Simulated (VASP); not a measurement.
AlN: single point with PBE

The system is AlN.

```
Al N
1.0
     0.00000    2.18399    2.18399
     2.18399    0.00000    2.18399
     2.18399    2.18399    0.00000
Al N
1 1
Direct
  0.00000 0.00000 0.00000
  0.75000 0.75000 0.75000
```

```
Program                : VASP 6.6.1
Task                   : single point
Functional             : PBE
Potentials or basis    : VASP PAW PBE potentials, release 64 (Al, N)
Cutoff                 : 520 eV
k mesh                 : 10 × 10 × 10
Occupations            : gaussian, width 0.05 eV
Spin                   : no spin polarisation
Dipole correction      : no
Further INCAR settings : ALGO = Normal; EDIFF = 1e-06; NBANDS = 11
```

```yaml
Pressure: 4.6 GPa
Band_gap_on_the_k_mesh: 3.32 eV, indirect (least direct gap 4.20 eV)
```

Levels at points of the mesh, in eV from the valence-band top:
| k point | band 1 | band 2 | band 3 | band 4 | band 5 | band 6 | band 7 | band 8 |
| --- | --- | --- | --- | --- | --- | --- | --- | --- |
| (0.00, 0.00, 0.00) | -14.98 | 0.00 | 0.00 | 0.00 | 4.20 | 12.56 | 12.56 | 12.56 |
| (0.50, 0.00, 0.00) | -12.93 | -5.85 | -0.48 | -0.48 | 7.38 | 9.86 | 11.15 | 11.15 |
| (0.50, 0.50, 0.00) | -12.30 | -4.90 | -1.77 | -1.77 | 3.32 | 8.62 | 13.96 | 15.73 |

Run time: 5.2 s on 1 thread of Intel(R) Xeon(R) Platinum 8375C CPU @ 2.90GHz (Ice Lake), on a shared host, peak memory 0.13 GiB.

A k mesh can miss the band edges. As with any semilocal functional, this PBE gap is likely too small.
